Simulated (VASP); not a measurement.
A run of VASP 6.6.1 is set up as follows.

INCAR

```
ALGO = Normal
DIPOL = 0.5 0.5 0.407
EDIFF = 1E-6
ENCUT = 1000
GGA = PE
GGA_COMPAT = F
IDIPOL = 3
ISIF = 2
ISMEAR = 0
IVDW = 12
LASPH = T
LCHARG = F
LDIPOL = T
LREAL = F
LWAVE = F
NBANDS = 50
NELM = 120
NELMDL = -8
PREC = Accurate
SIGMA = 0.05
```

Contents of KPOINTS:

```
k-points
0
Gamma
  7 7 1
```

Contents of POSCAR:

```
SnO
1.0
    3.8201630995      0.0000000000      0.0000000000
    0.0000000000      3.8201630995      0.0000000000
    0.0000000000      0.0000000000     22.2260821294
Sn O
4 4
Direct
    0.7500000000      0.2500000000      0.2024648327
    0.2500000000      0.7500000000      0.3087832136
    0.2500000000      0.7500000000      0.5044992185
    0.7500000000      0.2500000000      0.6108175994
    0.2500000000      0.2500000000      0.2556240231
    0.7500000000      0.7500000000      0.2556240231
    0.7500000000      0.7500000000      0.5576584089
    0.2500000000      0.2500000000      0.5576584089
```

Potentials or basis: VASP PAW PBE potentials, release 64 (Sn_d, O_h).

The run is started by

```bash
$ cat potpaw_PBE.64/Sn_d/POTCAR potpaw_PBE.64/O_h/POTCAR > POTCAR
$ mpirun -np 1 vasp_std > vasp.out
```

**Question.** What does it give for the largest force?

**Answer.** 0.078 eV/Å.

**Question.** Predict the dispersion energy per atom.

**Answer.** -0.153 eV.

Forces on the atoms (eV/Å):
```
Sn   0.000  0.000 -0.078
Sn   0.000  0.000  0.053
Sn   0.000  0.000 -0.053
Sn   0.000  0.000  0.078
O    0.000  0.000 -0.002
O    0.000  0.000 -0.002
O    0.000  0.000  0.002
O    0.000  0.000  0.002
```
